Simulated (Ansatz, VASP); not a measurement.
One calculation of In, two programs

File POSCAR:

```
In
1.0
   -1.8825252400      1.8825252400      1.8825252400
    1.8825252400     -1.8825252400      1.8825252400
    1.8825252400      1.8825252400     -1.8825252400
In
1
Direct
    0.0000000000      0.0000000000      0.0000000000
```

Contents of INCAR.step1:

```
SYSTEM = In
PREC = Accurate ; ENCUT = 520
EDIFF = 1E-5 ; ISMEAR = -1
SIGMA = 0.05 ; LREAL = .False.
LASPH = .True. ; NELM = 80
ALGO = Normal ; ISIF = 2
LWAVE = .True. ; LCHARG = .False.
GGA = PE ; NBANDS = 12
```

The input INCAR.step2:

```
SYSTEM = In
PREC = Accurate ; ENCUT = 520
EDIFF = 1E-6 ; ISMEAR = -1
SIGMA = 0.05 ; LREAL = .False.
LASPH = .True. ; NELM = 80
ALGO = Normal ; ISIF = 2
LWAVE = .False. ; LCHARG = .False.
GGA = PE ; LHFCALC = .True.
AEXX = 0.25 ; HFSCREEN = 0.3
PRECFOCK = Normal ; ISTART = 1
NBANDS = 12
```

KPOINTS

```
Automatic mesh
0
Gamma
  5 5 5
  0 0 0
```

File input:

```
crystal:
  lattice:
    - [-1.88252524, 1.88252524, 1.88252524]
    - [1.88252524, -1.88252524, 1.88252524]
    - [1.88252524, 1.88252524, -1.88252524]
  atoms:
    - { symbol: In, position: [0.0, 0.0, 0.0] }
hamiltonian:
  xc: { exchange: pbe, correlation: pbe, exx: { coeff: 0.25, omega: 0.3 } }
  pseudopotentials: { kind: paw }
kpoints:
  mp_grid: { grid: [5, 5, 5] }
  band_path:
    path:
      - [[0.0, 0.0, 0.0], [0.5, -0.5, 0.5], [0.0, 0.0, 0.5], [0.0, 0.0, 0.0], [0.25, 0.25, 0.25], [0.5, -0.5, 0.5]]
      - [[0.25, 0.25, 0.25], [0.0, 0.0, 0.5]]
    npoints: 4
scf:
  occupations: { method: fermi_dirac, width: 0.05 }
  n_extra_bands: 6
output:
  forces: true
  stress: true
  eigenvalues: true
  fatbands: false
```

Alike in both runs: functional PBE-based screened hybrid; k mesh 5 × 5 × 5; occupations fermi-dirac, width 0.05 eV; no spin polarisation.

|  | VASP | Ansatz |
| --- | --- | --- |
| version | VASP 6.6.1 | Ansatz 0.2.0 |
| potentials or method | VASP PAW PBE potentials, release 64 (In_d) | Ansatz PAW |
| plane-wave cutoff (eV) | 520 | 420 |
| valence electrons in the cell | 13 | 13 |
| task | single point | band structure |

|  | VASP | Ansatz | Ansatz less VASP |
| --- | --- | --- | --- |
| gap on the k mesh at the Fermi level (eV) | none | none | - |
| pressure (GPa) | -0.4 | -0.1 | +0.23 |

VASP's potentials were made for PBE, not for PBE-based screened hybrid. A gap of «none» marks a metal or a gap that the smearing closes. With one functional, cell and mesh, what is left measures potentials, basis and numerics.

The k mesh is coarse, so the values compare programs but aren't converged.
